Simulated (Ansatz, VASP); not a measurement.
**Two plane-wave programs on PbSe**

```
CELL_PARAMETERS angstrom
12.46958 0.00000 0.00000
0.00000 4.39072 0.00000
0.00000 0.00000 4.39209
ATOMIC_POSITIONS crystal
Pb 0.87503 0.75000 0.74939
Pb 0.37503 0.75000 0.75061
Pb 0.12497 0.25000 0.25061
Pb 0.62497 0.25000 0.24939
Se 0.62500 0.75000 0.74964
Se 0.12500 0.75000 0.75036
Se 0.37500 0.25000 0.25036
Se 0.87500 0.25000 0.24964
```

Alike in both runs: functional PBE; k mesh 2 × 6 × 6; occupations gaussian, width 0.02 eV; no spin polarisation.

Ansatz relaxed the structure, and its values are those at the end. VASP's run is a single point on that final structure, the one shown.

|  | VASP | Ansatz |
| --- | --- | --- |
| version | VASP 6.6.1 | Ansatz 0.2.0 |
| potentials or method | VASP PAW PBE potentials, release 64 (Pb_d, Se), cutoff 520 eV | scalar-relativistic, plane waves, PAW |
| valence electrons in the cell | 80 | 120 |

```tsv
	VASP	Ansatz	Ansatz less VASP
gap on the k mesh at the Fermi level (eV)	0.44	0.43	-0.005
least direct gap on the mesh (eV)	0.44	0.43	-0.005
pressure (GPa)	0.0	0.0	+0.02
```

VASP's potentials hold 80 valence electrons a cell and Ansatz's 120, so a difference there can come from the potentials and not from the codes.

Neither program's run includes spin-orbit coupling.
